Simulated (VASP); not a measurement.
A run of VASP 6.6.1:

INCAR

```
SYSTEM = ZnS
  PREC = Accurate
  ENCUT = 520
  EDIFF = 1E-7
  ISMEAR = -1
  SIGMA = 0.01
  LREAL = .FALSE.
  LASPH = .TRUE.
  NELM = 100
  ALGO = Normal
  ISIF = 2
  LWAVE = .FALSE.
  LCHARG = .FALSE.
  GGA = PS
  NBANDS = 16
```

KPOINTS

```
Automatic mesh
0
G
  8 8 8
  0 0 0
```

Contents of POSCAR:

```
ZnS
1.0
    0.0000000000      2.6505570000      2.7046500000
    2.6505570000      0.0000000000      2.7046500000
    2.6505570000      2.6505570000      0.0000000000
Zn S
1 1
Direct
    0.0000000000      0.0000000000      0.0000000000
    0.7500000000      0.7500000000      0.7500000000
```

Potentials or basis: VASP PAW PBE potentials, release 64 (Zn, S).

Run with:

```console
$ cat potpaw_PBE.64/Zn/POTCAR potpaw_PBE.64/S/POTCAR > POTCAR
$ mpirun -np 1 vasp_std > vasp.out
```

Hardware: 1 thread of Intel Xeon 6975P-C, on a shared host.

Task: How long does it take, and how much memory?

Result: It took 34 s on 1 thread of Intel Xeon 6975P-C, with other jobs on the host, peak memory 0.17 GiB. Counts: scf iterations 13, k points 59.
